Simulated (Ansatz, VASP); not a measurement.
Two plane-wave programs on ScAl3N3

Contents of INCAR:

```
SYSTEM = ScAl3N3
ALGO = Normal ; EDIFF = 1E-7
EDIFFG = -0.08 ; ENCUT = 600
GGA = PE ; GGA_COMPAT = .FALSE.
IBRION = 2 ; ISIF = 3
ISMEAR = 0 ; LASPH = .TRUE.
LCHARG = .FALSE. ; LREAL = .FALSE.
LWAVE = .FALSE. ; NELM = 120
NELMIN = 4 ; NSW = 36
PREC = Accurate ; SIGMA = 0.2
```

The input KPOINTS:

```
k-points
0
G
  4 4 4
  0 0 0
```

POSCAR

```
ScAl3N3
1.0
    4.9830673900      0.0000000000      0.0000000000
   -2.4915337000      4.3154629500      0.0000000000
    0.0000000000      0.0000000000      4.6832423200
Sc Al N
1 3 3
Direct
    0.0000000000      0.0000000000      0.0000000000
    0.5000000000      0.0000000000      0.0000000000
    0.0000000000      0.5000000000      0.0000000000
    0.5000000000      0.5000000000      0.0000000000
    0.5000000000      0.0000000000      0.5000000000
    0.0000000000      0.5000000000      0.5000000000
    0.5000000000      0.5000000000      0.5000000000
```

Input for Ansatz:

```yaml
crystal:
  lattice:
    - [4.98306739, 0.0, 0.0]
    - [-2.4915337, 4.31546295, 0.0]
    - [0.0, 0.0, 4.68324232]
  atoms:
    - { symbol: Sc, position: [0.0, 0.0, 0.0] }
    - { symbol: Al, position: [0.5, 0.0, 0.0] }
    - { symbol: Al, position: [0.0, 0.5, 0.0] }
    - { symbol: Al, position: [0.5, 0.5, 0.0] }
    - { symbol: "N", position: [0.5, 0.0, 0.5] }
    - { symbol: "N", position: [0.0, 0.5, 0.5] }
    - { symbol: "N", position: [0.5, 0.5, 0.5] }
basis:
  ecutwfc: 420
kpoints:
  mp_grid: { grid: [4, 4, 4] }
hamiltonian:
  xc: pbe
scf:
  occupations: { method: gaussian, width: 0.2 }
  lower_state_search: "off"
output:
  forces: true
  stress: true
  eigenvalues: true
relax:
  adjacent_minimum: "off"
  f_tol: 0.08
  max_steps: 16
  cell: { stress_tol: 0.8 }
```

Alike in both runs: task relaxation of cell and atoms; functional PBE; k mesh 4 × 4 × 4; occupations gaussian, width 0.2 eV; no spin polarisation.

|  | VASP | Ansatz |
| --- | --- | --- |
| version | VASP 6.6.1 | Ansatz 0.2.0 |
| potentials or method | VASP PAW PBE potentials, release 64 (Sc_sv, Al, N), cutoff 600 eV | scalar-relativistic, plane waves, PAW |
| valence electrons in the cell | 35 | 35 |

Ansatz gave:

```
gap on the k mesh at the Fermi level, each at its own relaxed structure (eV) : none
relaxed volume (Å³/atom)                                                     : 18.62
relaxed length of the cell vector where the two differ most in proportion (Å)              : 6.601
```

Problem. Which values does VASP return?

Solution. gap on the k mesh at the Fermi level, each at its own relaxed structure (eV): none; relaxed volume (Å³/atom): 17.54; relaxed length of the cell vector where the two differ most in proportion (Å): 6.404.

A gap of «none» marks a metal or a gap that the smearing closes. One of these differences is far larger than is usual between the two programs; its cause wasn't traced.

The k mesh is coarse, so the values compare programs but aren't converged. Noted on VASP's run: the volume moved by over 15 % at a fixed basis, so the end points are rough.
